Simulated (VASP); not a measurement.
Ho2O:

```xyz
3
Lattice="-2.3614 2.3614 2.5440 2.3614 -2.3614 2.5440 2.3614 2.3614 -2.5440" Properties=species:S:1:pos:R:3 pbc="T T T"
Ho    0.0000    2.3614    0.0000
Ho    2.3614    0.0000    0.0000
O     0.0000    0.0000    0.0000
```

The cell was generated, and may not be a known phase.

- Program: VASP 6.6.1
- Task: relaxation of cell and atoms
- Functional: PBE
- Potentials or basis: VASP PAW PBE potentials, release 64 (Ho_3, O), 4f in core
- Cutoff: 600 eV
- k mesh: 6 × 6 × 6
- Occupations: gaussian, width 0.2 eV
- Spin: no spin polarisation

At the start: pressure 14.1 GPa; volume 18.91 Å³/atom.

How do energy, volume and symmetry change on relaxing?

Over 7 steps the energy falls by 1007.4 meV/atom and the volume is 24.53 Å³/atom (+29.7 %); space group I4/mmm (No. 139, to 0.1 Å) before and after.

Step by step:
| step | energy change (eV) | largest force (eV/Å) | pressure (GPa) | volume (Å³) |
| --- | --- | --- | --- | --- |
| 1 | 0.0000 | 0.0000 | 14.11 | 56.74 |
| 2 | -2.9338 | 0.0000 | 2.90 | 69.10 |
| 3 | -3.0001 | 0.0000 | 2.46 | 70.80 |
| 4 | -2.9357 | 0.0000 | 1.93 | 74.01 |
| 5 | -3.0072 | 0.0000 | 2.27 | 71.74 |
| 6 | -3.0046 | 0.0000 | -2.25 | 75.67 |
| 7 | -3.0221 | 0.0000 | -0.03 | 73.59 |

Final structure:
```cif
data_structure
_symmetry_space_group_name_H-M 'P 1'
_symmetry_Int_Tables_number 1
_cell_length_a 4.8027
_cell_length_b 4.8027
_cell_length_c 4.8027
_cell_angle_alpha 123.612
_cell_angle_beta 123.612
_cell_angle_gamma 83.850
_cell_volume 73.59
loop_
_atom_site_label
_atom_site_type_symbol
_atom_site_fract_x
_atom_site_fract_y
_atom_site_fract_z
_atom_site_occupancy
Ho1 Ho 0.50000 0.00000 0.50000 1
Ho2 Ho 0.00000 0.50000 0.50000 1
O1 O 0.00000 0.00000 0.00000 1
```

Caveat: the volume moved by over 15 % at a fixed basis, so the end points are rough; the run has no spin polarisation, though such a crystal can be magnetic.
